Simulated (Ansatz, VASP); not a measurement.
# C: VASP beside Ansatz

File INCAR:

```
ALGO = Normal ; EDIFF = 1E-6
ENCUT = 520 ; ISIF = 2
ISMEAR = 0 ; LASPH = T
LCHARG = F ; LREAL = F
LWAVE = F ; NBANDS = 36
NELM = 60 ; PREC = Accurate
SIGMA = 0.05
```

The input KPOINTS:

```
k-points
0
Gamma
  12 12 2
```

Contents of POSCAR:

```
C
1.0
    2.6666000000      0.0000000000      0.0000000000
   -1.3333000000      2.3093433417      0.0000000000
    0.0000000000      0.0000000000     12.7015000000
C
12
Direct
    0.0000000000      0.0000000000      0.1868599868
    0.0000000000      0.0000000000      0.6868599868
    0.0000000000      0.0000000000      0.3131400132
    0.0000000000      0.0000000000      0.8131400132
    0.3333333333      0.6666666667      0.5207718743
    0.6666666667      0.3333333333      0.0207718743
    0.3333333333      0.6666666667      0.9792281257
    0.6666666667      0.3333333333      0.4792281257
    0.3333333333      0.6666666667      0.6450609412
    0.6666666667      0.3333333333      0.1450609412
    0.3333333333      0.6666666667      0.8549390588
    0.6666666667      0.3333333333      0.3549390588
```

Input for Ansatz:

```yaml
crystal:
  lattice:
    - [2.6666, 0.0, 0.0]
    - [-1.3333, 2.3093433417, 0.0]
    - [0.0, 0.0, 12.7015]
  atoms:
    - { symbol: C, position: [0.0, 0.0, 0.1868599868] }
    - { symbol: C, position: [0.0, 0.0, 0.6868599868] }
    - { symbol: C, position: [0.0, 0.0, 0.3131400132] }
    - { symbol: C, position: [0.0, 0.0, 0.8131400132] }
    - { symbol: C, position: [0.3333333333, 0.6666666667, 0.5207718743] }
    - { symbol: C, position: [0.6666666667, 0.3333333333, 0.0207718743] }
    - { symbol: C, position: [0.3333333333, 0.6666666667, 0.9792281257] }
    - { symbol: C, position: [0.6666666667, 0.3333333333, 0.4792281257] }
    - { symbol: C, position: [0.3333333333, 0.6666666667, 0.6450609412] }
    - { symbol: C, position: [0.6666666667, 0.3333333333, 0.1450609412] }
    - { symbol: C, position: [0.3333333333, 0.6666666667, 0.8549390588] }
    - { symbol: C, position: [0.6666666667, 0.3333333333, 0.3549390588] }
basis:
  ecutwfc: 520.0
kpoints:
  mp_grid: { grid: [12, 12, 2] }
hamiltonian:
  xc: lda
  pseudopotentials: { kind: paw, azcp: { folder: soft_1 } }
scf:
  occupations: { method: gaussian, width: 0.05 }
output:
  forces: true
  stress: true
  eigenvalues: true
  write_density: true
  write_potential: true
  elf: true
  volumetric_format: npy
```

Alike in both runs: task single point; functional LDA; k mesh 12 × 12 × 2; occupations gaussian, width 0.05 eV; no spin polarisation.

```csv
,VASP,Ansatz
version,VASP 6.6.1,Ansatz 0.2.0
potentials or method,"VASP PAW LDA potentials, release 64 (C), cutoff 520 eV","scalar-relativistic, plane waves, PAW"
valence electrons in the cell,48,48
```

|  | VASP | Ansatz | Ansatz less VASP |
| --- | --- | --- | --- |
| gap on the k mesh at the Fermi level (eV) | 3.76 | 3.77 | +0.009 |
| least direct gap on the mesh (eV) | 4.63 | 4.64 | +0.003 |
| rms of the force components (eV/Å) | 0.044 | 0.048 | +0.0044 |

Ansatz warns that its potentials were made for another functional, while VASP's fit it. LDA's correlation is that of Perdew and Zunger in VASP and of Perdew and Wang (1992) in Ansatz. Atom by atom the forces differ by 0.005 eV/Å (rms over components).
